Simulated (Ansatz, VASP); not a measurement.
# One calculation of Ge, two programs

```
Ge
1.0
     1.48805   -2.59469    0.00000
     1.48805    2.59469    0.00000
     0.00000    0.00000    4.72760
Ge
2
Direct
  0.66655 0.33345 0.25000
  0.33345 0.66655 0.75000
```

Alike in both runs: task relaxation of cell and atoms; functional PBE; dispersion D3(BJ); k mesh 16 × 16 × 10; occupations gaussian, width 0.1 eV; no spin polarisation.

|  | VASP | Ansatz |
| --- | --- | --- |
| version | VASP 6.6.1 | Ansatz 0.2.0 |
| potentials or method | VASP PAW PBE potentials, release 64 (Ge_d), cutoff 600 eV | scalar-relativistic, plane waves, PAW |
| valence electrons in the cell | 28 | 28 |

|  | VASP | Ansatz | Ansatz less VASP |
| --- | --- | --- | --- |
| gap on the k mesh at the Fermi level, each at its own relaxed structure (eV) | none | none | - |
| relaxed volume (Å³/atom) | 18.51 | 18.57 | +0.059 |
| relaxed cell length with the largest relative difference (Å) | 5.004 | 5.308 | +0.3041 |

A gap of «none» marks a metal or a gap that the smearing closes.
